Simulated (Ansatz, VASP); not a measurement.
**CdF2 in VASP and in Ansatz**

The input INCAR:

```
SYSTEM = CdF2
PREC = Accurate ; ENCUT = 520
EDIFF = 1E-8 ; ISMEAR = -1
SIGMA = 0.02 ; LREAL = .FALSE.
LASPH = .TRUE. ; NELM = 100
ALGO = Normal ; ISIF = 2
LWAVE = .FALSE. ; LCHARG = .FALSE.
LEFG = .TRUE. ; NBANDS = 20
```

Contents of KPOINTS:

```
regular mesh
0
G
  8 8 8
  0 0 0
```

The input POSCAR:

```
CdF2
1.0
   -0.0269400000      2.6805300000      2.6805300000
    2.6805300000     -0.0269400000      2.6805300000
    2.6805300000      2.6805300000     -0.0269400000
Cd F
1 2
Direct
    0.0000000000      0.0000000000      0.0000000000
    0.2500000000      0.2500000000      0.2500000000
    0.7500000000      0.7500000000      0.7500000000
```

Input for Ansatz:

```yaml
crystal:
  lattice:
    - [-0.02694, 2.68053, 2.68053]
    - [2.68053, -0.02694, 2.68053]
    - [2.68053, 2.68053, -0.02694]
  atoms:
    - { symbol: Cd, position: [0.0, 0.0, 0.0] }
    - { symbol: F, position: [0.25, 0.25, 0.25] }
    - { symbol: F, position: [0.75, 0.75, 0.75] }
kpoints:
  mp_grid: { grid: [8, 8, 8] }
scf:
  occupations: { method: fermi_dirac, width: 0.02 }
hamiltonian:
  xc: lda
  pseudopotentials: { kind: paw }
output:
  forces: true
  stress: true
  eigenvalues: true
  efg: { contact_densities: true }
```

Change from the starting cell: equal xy, yz and zx shear strains of -1 %, PAW files.

Alike in both runs: task electric field gradients; functional LDA; k mesh 8 × 8 × 8; occupations fermi-dirac, width 0.02 eV; no spin polarisation.

|  | VASP | Ansatz |
| --- | --- | --- |
| version | VASP 6.6.1 | Ansatz 0.2.0 |
| potentials or method | VASP PAW LDA potentials, release 64 (Cd, F) | PAW with Ansatz's default frozen-core files, scalar-relativistic |
| plane-wave cutoff (eV) | 520 | 420 |
| valence electrons in the cell | 26 | 34 |

|  | VASP | Ansatz | Ansatz less VASP |
| --- | --- | --- | --- |
| gap on the k mesh at the Fermi level (eV) | 2.80 | 2.81 | +0.014 |
| pressure (GPa) | -4.7 | -5.7 | -0.97 |
| traceless stress, the component that is largest in VASP (GPa) | 0.26 | 0.22 | -0.049 |
| rms of the force components (eV/Å) | 0.014 | 0.010 | -0.0042 |
| size of Vzz on the site where it differs most (V/Å²) | 10.5 | 9.6 | -0.99 |

LDA's correlation is that of Perdew and Zunger in VASP and of Perdew and Wang (1992) in Ansatz. Atom by atom the forces differ by 0.004 eV/Å (rms over components). VASP's potentials hold 26 valence electrons a cell and Ansatz's 34, so a difference there can come from the potentials and not from the codes.
